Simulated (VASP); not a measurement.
Ni3Ge, 4 atoms in the cell. It takes space group Pm-3m (No. 221, cubic). The conventional cell has a = 3.530 Å, b = 3.530 Å, c = 3.530 Å, α = 90.00°, β = 90.00°, γ = 90.00°. Within 3.3 Å of Ni (site symmetry 4/mmm) lie 8 Ni at 2.50 Å and 4 Ge at 2.50 Å. Within 3.3 Å of Ge (site symmetry m-3m) lie 12 Ni at 2.50 Å. 

| Item | Value |
| --- | --- |
| Program | VASP 6.6.1 |
| Task | relaxation of cell and atoms |
| Functional | PBEsol |
| Potentials or basis | VASP PAW PBE potentials, release 64 (Ni, Ge_d) |
| Cutoff | 600 eV |
| k mesh | 12 × 12 × 12 |
| Occupations | gaussian, width 0.1 eV |
| Spin | no spin polarisation |
| Dipole correction | no |
| Further INCAR settings | ALGO = Fast; EDIFF = 1e-06; IBRION = 2; EDIFFG = -0.005; NSW = 100; ISIF = 3 |

Potentials or basis: VASP PAW PBE potentials, release 64 (Ni, Ge_d).

Launch:

```console
$ cat potpaw_PBE.64/Ni/POTCAR potpaw_PBE.64/Ge_d/POTCAR > POTCAR
$ mpirun -np 1 vasp_std > vasp.out
```

Hardware: 1 thread of Intel Xeon 8259CL, with other jobs on the host.

Problem. Estimate the wall time of this run.

Solution. Wall time 6.5 min on 1 thread of Intel Xeon 8259CL, on a shared host, peak memory 0.24 GiB. Counts: scf iterations 36, k points 84, ion steps 3.
